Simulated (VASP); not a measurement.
# AlCo (P4/mmm) in VASP: further runs

AlCo is run at these levels: PBEsol; tasks: single point.

All numbers are computed with VASP 6.6.1; they aren't measurements. Logs are shortened: lines on timing, memory, paths and dates and some standing lists are left out, and cuts for length are marked.

### Step 1. The cell of the first run

Symmetry: P4/mmm, No. 123, tetragonal system. The conventional cell has a = 2.819 Å, b = 2.819 Å, c = 2.707 Å, α = 90.00°, β = 90.00°, γ = 90.00°. Al (site symmetry 4/mmm) has 8 Co at 2.41 Å and 6 Al at 2.71 to 2.82 Å within 3.2 Å. Within 3.2 Å of Co (site symmetry 4/mmm) lie 8 Al at 2.41 Å and 6 Co at 2.71 to 2.82 Å.

### Step 2. Single point, PBEsol (strain +0.000 along x and y, -0.040 along z)

INCAR

```
PREC = Accurate ; ENCUT = 520
EDIFF = 1E-7 ; ISMEAR = 0
SIGMA = 0.15 ; LREAL = False
LASPH = True ; NELM = 60
ALGO = Fast ; ISIF = 2
LWAVE = False ; LCHARG = False
GGA = PS ; NBANDS = 13
```

KPOINTS

```
regular mesh
0
Gamma
  16 16 16
```

POSCAR

```
AlCo
1.0
    2.8194032100      0.0000000000      0.0000000000
    0.0000000000      2.8194032100      0.0000000000
    0.0000000000      0.0000000000      2.7066270816
Al Co
1 1
Direct
    0.0000000000      0.0000000000      0.0000000000
    0.5000000000      0.5000000000      0.5000000000
```

Potentials or basis: VASP PAW PBE potentials, release 64 (Al, Co).

The run is started by

```
cat potpaw_PBE.64/Al/POTCAR potpaw_PBE.64/Co/POTCAR > POTCAR
mpirun -np 1 vasp_std > vasp.out
```

OUTCAR:

```text
PREC = Accurate
   ENCUT = 520
   EDIFF = 1E-7
   ISMEAR = 0
   LREAL = False
   LASPH = True
   NELM = 60
   ISIF = 2
   GGA = PS

 ion  position               nearest neighbor table
   1  0.000  0.000  0.000-   2 2.41   2 2.41   2 2.41   2 2.41   2 2.41   2 2.41   2 2.41   2 2.41

   2  0.500  0.500  0.500-   1 2.41   1 2.41   1 2.41   1 2.41   1 2.41   1 2.41   1 2.41   1 2.41

  LATTYP: Found a simple tetragonal cell.
 ALAT       =     2.8194032100
 C/A-ratio  =     0.9600000000

  Lattice vectors:

 A1 = (   2.8194032100,   0.0000000000,   0.0000000000)
 A2 = (   0.0000000000,   2.8194032100,   0.0000000000)
 A3 = (   0.0000000000,   0.0000000000,   2.7066270816)

Analysis of symmetry for initial positions (statically):
=====================================================================
 Subroutine PRICEL returns:
 Original cell was already a primitive cell.

 Routine SETGRP: Setting up the symmetry group for a
 simple tetragonal supercell.

 Subroutine GETGRP returns: Found 16 space group operations
 (whereof 16 operations were pure point group operations)
 out of a pool of 16 trial point group operations.

The static configuration has the point symmetry D_4h.

Analysis of symmetry for dynamics (positions and initial velocities):
=====================================================================
 Subroutine PRICEL returns:
 Original cell was already a primitive cell.

 Routine SETGRP: Setting up the symmetry group for a
 simple tetragonal supercell.

 Subroutine GETGRP returns: Found 16 space group operations
 (whereof 16 operations were pure point group operations)
 out of a pool of 16 trial point group operations.

The dynamic configuration has the point symmetry D_4h.

 Subroutine INISYM returns: Found 16 space group operations
 (whereof 16 operations are pure point group operations),
 and found     1 'primitive' translations

----------------------------------------------------------------------------------------

                                     Primitive cell

  volume of cell :      21.5151

  direct lattice vectors                    reciprocal lattice vectors
     2.819403210  0.000000000  0.000000000     0.354684990  0.000000000  0.000000000
     0.000000000  2.819403210  0.000000000     0.000000000  0.354684990  0.000000000
     0.000000000  0.000000000  2.706627082     0.000000000  0.000000000  0.369463531

  length of vectors
     2.819403210  2.819403210  2.706627082     0.354684990  0.354684990  0.369463531

[... 90 lines left out ...]
   PSTRESS=    0.0 pullay stress
   NELECT =      12.0000    total number of electrons
   NUPDOWN=      -1.0000    fix difference up-down
   EMIN   =  10.00;   EMAX   =-10.00  energy-range for DOS
   EFERMI =   0.00;   METHOD = LEGACY
   ISMEAR =     0;   SIGMA  =   0.15  broadening in eV -4-tet -1-fermi 0-gaus
   EFERMI_NEDOS =   21; number of points for ismear=-14 and -15
   IALGO  =     68    algorithm
   IMIX   =      4    mixing-type and parameters
     AMIX     =   0.40;   BMIX     =  1.00
     AMIX_MAG =   1.60;   BMIX_MAG =  1.00
  volume/ion in A,a.u.               =      10.76        72.60
  Fermi-wavevector in a.u.,A,eV,Ry     =   1.347579  2.546556 24.707769  1.815970
  Thomas-Fermi vector in A             =   2.475318
   LORBIT       =      0    0 simple, 1 ext, 2 COOP (PROOUT), +10 PAW based schemes
   GGA     = PS    functional components
   LHFCALC =     F    Hartree Fock is set to
   AEXX    =    0.0000 exact exchange contribution
   IVDW    =     0    specifies the selected vdW correction
   LEPSILON=     F    determine dielectric tensor
   LRPA    =     F    only Hartree local field effects (RPA)
 non-spin polarized calculation
 RMM-DIIS sequential band-by-band and
 Gauss-broadening in eV      SIGMA  =   0.15
  energy-cutoff  :      520.00
  volume of cell :       21.52
 maximum number of plane-waves:       610
 NGX is ok and might be reduce to    24
   NGX = 11   NGY = 11   NGZ = 11

 number of electron      11.9999997 magnetization

 Free energy of the ion-electron system (eV)
  ---------------------------------------------------
  ext. energy  EPLUGINS =         0.00000000
  ---------------------------------------------------
  free energy    TOTEN  =       -13.04033449 eV

  energy without entropy =      -13.03036526  energy(sigma->0) =      -13.03534988

 E-fermi :  11.4206     XC(G=0): -12.7478

 val. band max:       11.4051040864   @ k =   0.4375   0.0625   0.4375
 cond. band min:      11.4222726652   @ k =   0.5000   0.3125   0.0625
 fundamental gap:      0.0171685788
 Fermi energy:        11.4205578296

 k-point     1 :       0.0000    0.0000    0.0000
  band No.  band energies     occupation
      1      -0.1174      2.00000
      2       8.0878      2.00000
      3       8.1717      2.00000
      4      10.4369      2.00000
      5      10.6230      2.00000
      6      10.6230      2.00000
      7      17.2825      0.00000
      8      17.2825      0.00000
      9      18.8771      0.00000
     10      20.3703      0.00000
     11      20.5978      0.00000
     12      28.1300      0.00000
     13      33.3362      0.00000
[... 354 lines left out ...]
  band No.  band energies     occupation
      1       4.4305      2.00000
      2       4.6993      2.00000
      3       8.8267      2.00000
      4       9.3505      2.00000
      5       9.8274      2.00000
      6      10.6117      2.00000
      7      11.5197      0.34999
      8      18.8336      0.00000
      9      19.9984      0.00000
     10      23.8776      0.00000
     11      23.8893      0.00000
     12      24.7554      0.00000
     13      28.6780      0.00000

 [... further k-points ...]

------------------------ aborting loop because EDIFF is reached ----------------------------------------

  FORCE on cell =-STRESS in cart. coord.  units (eV):
  Direction    XX          YY          ZZ          XY          YZ          ZX
  --------------------------------------------------------------------------------------
  -------------------------------------------------------------------------------------
  Total        0.8785965      0.8785965      2.1826551      0.0000000      0.0000000      0.0000000
  in kB       65.4270386     65.4270386    162.5372451      0.0000000      0.0000000      0.0000000
  external PRESSURE =      97.7971074 kB  Pullay stress =       0.0000000 kB

 VOLUME and BASIS-vectors are now :
 -----------------------------------------------------------------------------
  energy-cutoff  :      520.00
  volume of cell :       21.52
      direct lattice vectors                 reciprocal lattice vectors
     2.819403210  0.000000000  0.000000000     0.354684990  0.000000000  0.000000000
     0.000000000  2.819403210  0.000000000     0.000000000  0.354684990  0.000000000
     0.000000000  0.000000000  2.706627082     0.000000000  0.000000000  0.369463531

 POSITION                                       TOTAL-FORCE (eV/Angst)
 -----------------------------------------------------------------------------------
      0.00000      0.00000      0.00000         0.000000      0.000000      0.000000
      1.40970      1.40970      1.35331         0.000000      0.000000      0.000000
 -----------------------------------------------------------------------------------
    total drift:                                0.000000     -0.000000     -0.000000

  FREE ENERGIE OF THE ION-ELECTRON SYSTEM (eV)
  ---------------------------------------------------
  free  energy   TOTEN  =       -13.0403344930 eV

  energy  without entropy=      -13.0303652637  energy(sigma->0) =      -13.03534988
```

Wall time 4.4 min (1 thread of AMD EPYC 7R13, shared host); peak memory 0.21 GiB.

Results:

```yaml
Free_energy: -13.0403 eV
Pressure: 9.8 GPa
Band_gap_on_the_k_mesh: zero (band 6 reaches 13.77 eV, above the bottom of band 7 at 11.09 eV)
```

Caveat: the cell differs from its parent crystal (strain +0.000 along x and y, -0.040 along z); the PAW data sets were made with another functional, which shifts forces and pressure a little.

### Step 3. Single point, PBEsol (strain -0.040 along x and y, +0.040 along z)

INCAR

```
  PREC = Accurate
  ENCUT = 520
  EDIFF = 1E-7
  ISMEAR = 0
  SIGMA = 0.15
  LREAL = F
  LASPH = T
  NELM = 80
  ALGO = Fast
  ISIF = 2
  LWAVE = F
  LCHARG = T
  GGA = PS
  LELF = T
  LVHAR = T
  NBANDS = 13
```

KPOINTS is that of step 2.

POSCAR

```
AlCo
1.0
    2.7066270816      0.0000000000      0.0000000000
    0.0000000000      2.7066270816      0.0000000000
    0.0000000000      0.0000000000      2.9321793384
Al Co
1 1
Direct
    0.0000000000      0.0000000000      0.0000000000
    0.5000000000      0.5000000000      0.5000000000
```

Potentials or basis: VASP PAW PBE potentials, release 64 (Al, Co).

The run is started by

```
cat potpaw_PBE.64/Al/POTCAR potpaw_PBE.64/Co/POTCAR > POTCAR
mpirun -np 1 vasp_std > vasp.out
```

Wall time 2 min (1 thread of AMD EPYC 7R43 (Zen 3), shared host); peak memory 0.19 GiB.

The run converged. Its results:

```
Free energy            : -13.0101 eV
Pressure               : 10.7 GPa
Band gap on the k mesh : zero (band 6 reaches 13.71 eV, above the bottom of band 7 at 11.08 eV)
```

Stress tensor (GPa, compression positive):
```
14.62  0.00  0.00
 0.00 14.62  0.00
 0.00  0.00  2.94
```

Levels at points of the mesh, in eV from the Fermi level:
| k point | band 3 | band 4 | band 5 | band 6 | band 7 | band 8 | band 9 | band 10 |
| --- | --- | --- | --- | --- | --- | --- | --- | --- |
| (0.00, 0.00, 0.00) | -3.09 | -0.80 | -0.80 | -0.50 | 4.57 | 7.57 | 7.57 | 8.75 |
| (0.50, 0.00, 0.00) | -2.45 | -2.10 | -1.47 | -0.65 | 0.66 | 8.52 | 9.49 | 11.45 |
| (0.50, 0.50, 0.00) | -2.26 | -2.26 | -1.78 | -1.78 | 0.10 | 3.33 | 4.67 | 12.50 |
| (0.00, 0.00, 0.50) | -2.59 | -1.50 | -1.50 | -0.42 | -0.13 | 8.72 | 12.00 | 12.00 |
| (0.50, 0.00, 0.50) | -3.07 | -2.59 | -1.35 | -1.28 | -0.23 | 2.64 | 3.85 | 14.60 |
| (0.50, 0.50, 0.50) | -4.09 | -0.21 | 0.12 | 2.34 | 2.68 | 2.68 | 5.05 | 5.64 |

Caveat: the cell differs from its parent crystal (strain -0.040 along x and y, +0.040 along z); the PAW data sets were made with another functional, which shifts forces and pressure a little.

### Step 4. Single point, PBEsol (strain +0.000 along x and y, +0.040 along z)

INCAR

```
PREC = Accurate
ENCUT = 520
EDIFF = 1E-6
ISMEAR = 0
SIGMA = 0.15
LREAL = False
LASPH = True
NELM = 60
ALGO = Normal
ISIF = 2
LWAVE = False
LCHARG = False
GGA = PS
NBANDS = 13
```

KPOINTS

```
Automatic mesh
0
Gamma
  16 16 16
```

POSCAR

```
AlCo
1.0
    2.8194032100      0.0000000000      0.0000000000
    0.0000000000      2.8194032100      0.0000000000
    0.0000000000      0.0000000000      2.9321793384
Al Co
1 1
Direct
    0.0000000000      0.0000000000      0.0000000000
    0.5000000000      0.5000000000      0.5000000000
```

Potentials or basis: VASP PAW PBE potentials, release 64 (Al, Co).

The run is started by

```
cat potpaw_PBE.64/Al/POTCAR potpaw_PBE.64/Co/POTCAR > POTCAR
mpirun -np 1 vasp_std > vasp.out
```

OUTCAR:

```text
PREC = Accurate
   ENCUT = 520
   EDIFF = 1E-6
   ISMEAR = 0
   LREAL = False
   LASPH = True
   NELM = 60
   ISIF = 2
   GGA = PS

 ion  position               nearest neighbor table
   1  0.000  0.000  0.000-   2 2.47   2 2.47   2 2.47   2 2.47   2 2.47   2 2.47   2 2.47   2 2.47

   2  0.500  0.500  0.500-   1 2.47   1 2.47   1 2.47   1 2.47   1 2.47   1 2.47   1 2.47   1 2.47

  LATTYP: Found a simple tetragonal cell.
 ALAT       =     2.8194032100
 C/A-ratio  =     1.0400000000

  Lattice vectors:

 A1 = (   2.8194032100,   0.0000000000,   0.0000000000)
 A2 = (   0.0000000000,   2.8194032100,   0.0000000000)
 A3 = (   0.0000000000,   0.0000000000,   2.9321793384)

Analysis of symmetry for initial positions (statically):
=====================================================================
 Subroutine PRICEL returns:
 Original cell was already a primitive cell.

 Routine SETGRP: Setting up the symmetry group for a
 simple tetragonal supercell.

 Subroutine GETGRP returns: Found 16 space group operations
 (whereof 16 operations were pure point group operations)
 out of a pool of 16 trial point group operations.

The static configuration has the point symmetry D_4h.

[... 168 lines left out ...]
 k-point     1 :       0.0000    0.0000    0.0000
  band No.  band energies     occupation
      1      -0.6678      2.00000
      2       7.3754      2.00000
      3       7.4354      2.00000
      4       9.5097      2.00000
      5       9.5097      2.00000
      6       9.6463      2.00000
      7      15.3598      0.00000
      8      16.7608      0.00000
      9      16.7608      0.00000
     10      18.8828      0.00000
     11      19.2133      0.00000
     12      25.4203      0.00000
     13      31.5925      0.00000
[... 354 lines left out ...]
  band No.  band energies     occupation
      1       3.9327      2.00000
      2       4.1002      2.00000
      3       8.0920      2.00000
      4       8.5344      2.00000
      5       8.6716      2.00000
      6       9.4880      2.00000
      7      10.6218      0.00202
      8      17.9344      0.00000
      9      19.2742      0.00000
     10      20.5841      0.00000
     11      21.4452      0.00000
     12      21.9796      0.00000
     13      25.8645      0.00000

 [... further k-points ...]
[... 5 lines left out ...]
  --------------------------------------------------------------------------------------
  -------------------------------------------------------------------------------------
  Total       -0.6575975     -0.6575975     -1.3417260      0.0000000      0.0000000      0.0000000
  in kB      -45.2028524    -45.2028524    -92.2294243      0.0000000      0.0000000      0.0000000
  external PRESSURE =     -60.8783763 kB  Pullay stress =       0.0000000 kB

 VOLUME and BASIS-vectors are now :
 -----------------------------------------------------------------------------
  energy-cutoff  :      520.00
  volume of cell :       23.31
      direct lattice vectors                 reciprocal lattice vectors
     2.819403210  0.000000000  0.000000000     0.354684990  0.000000000  0.000000000
     0.000000000  2.819403210  0.000000000     0.000000000  0.354684990  0.000000000
     0.000000000  0.000000000  2.932179338     0.000000000  0.000000000  0.341043260

 POSITION                                       TOTAL-FORCE (eV/Angst)
 -----------------------------------------------------------------------------------
      0.00000      0.00000      0.00000         0.000000      0.000000      0.000000
      1.40970      1.40970      1.46609         0.000000      0.000000      0.000000
 -----------------------------------------------------------------------------------
    total drift:                                0.000000      0.000000     -0.000000

  FREE ENERGIE OF THE ION-ELECTRON SYSTEM (eV)
  ---------------------------------------------------
  free  energy   TOTEN  =       -13.0599401809 eV

  energy  without entropy=      -13.0491254835  energy(sigma->0) =      -13.05453283
```

OSZICAR:

```text
N       E                     dE             d eps       ncg     rms          rms(c)
DAV:   1     0.358603784580E+02    0.35860E+02   -0.52158E+03 10634   0.970E+02
DAV:   2    -0.132938120134E+02   -0.49154E+02   -0.44681E+02 11055   0.172E+02
DAV:   3    -0.149287763665E+02   -0.16350E+01   -0.16212E+01 12922   0.365E+01
DAV:   4    -0.149533978220E+02   -0.24621E-01   -0.24614E-01 12366   0.405E+00
DAV:   5    -0.149542113331E+02   -0.81351E-03   -0.81349E-03 13122   0.805E-01    0.133E+01
DAV:   6    -0.181545261663E+02   -0.32003E+01   -0.68564E+01 12140   0.104E+02    0.188E+01
DAV:   7    -0.131042578902E+02    0.50503E+01   -0.32001E+01 12365   0.663E+01    0.189E+00
DAV:   8    -0.130747739120E+02    0.29484E-01   -0.19509E-01 12134   0.331E+00    0.119E+00
DAV:   9    -0.130604218302E+02    0.14352E-01   -0.21765E-02 14065   0.173E+00    0.310E-01
DAV:  10    -0.130599627983E+02    0.45903E-03   -0.45889E-04 12653   0.168E-01    0.136E-01
DAV:  11    -0.130599410473E+02    0.21751E-04   -0.26743E-05 13684   0.494E-02    0.188E-02
DAV:  12    -0.130599401809E+02    0.86638E-06   -0.18888E-06 10191   0.143E-02
   1 F= -.13059940E+02 E0= -.13054533E+02  d E =-.108147E-01
```

stdout:

```text
POSCAR found type information on POSCAR AlCo
 POSCAR found :  2 types and       2 ions
 scaLAPACK will be used
 -----------------------------------------------------------------------------
|                                                                             |
|                                                                             |
|     You enforced a specific xc type in the INCAR file but a different       |
|     I HOPE YOU KNOW WHAT YOU ARE DOING!                                     |
|                                                                             |
 -----------------------------------------------------------------------------

 LDA part: xc-table for (Slater+PW92), standard interpolation
 POSCAR, INCAR and KPOINTS ok, starting setup
 FFT: planning ... GRIDC
 FFT: planning ... GRID_SOFT
 FFT: planning ... GRID
 WAVECAR not read
 entering main loop
```

Run time: 87 s. Hardware: 1 thread of AMD EPYC 7R43 (Zen 3), shared host; peak memory 0.21 GiB.

Results:

* Free energy: -13.0599 eV
* Pressure: -6.1 GPa
* Band gap on the k mesh: zero (band 6 reaches 12.64 eV, above the bottom of band 7 at 10.06 eV)

Caveat: the cell differs from its parent crystal (strain +0.000 along x and y, +0.040 along z); the PAW data sets were made with another functional, which shifts forces and pressure a little.

### Step 5. Overview

```csv
cell,gap on the mesh (eV),pressure (GPa)
"a = 2.819, b = 2.819, c = 2.707 Å, 2 atoms",none,9.8
"a = 2.707, b = 2.707, c = 2.932 Å, 2 atoms",none,10.7
"a = 2.819, b = 2.819, c = 2.932 Å, 2 atoms",none,-6.1
```

Alike in all rows: task single point; level PBEsol; potentials or basis VASP PAW PBE potentials, release 64 (Al, Co); no spin polarisation; k mesh 16 × 16 × 16; cutoff (eV) 520; smearing gaussian 0.15 eV.

Caveats: the PAW data sets were made with another functional, which shifts forces and pressure a little.

Total energies depend on the potentials used, so only differences within one code and one set of settings carry meaning.
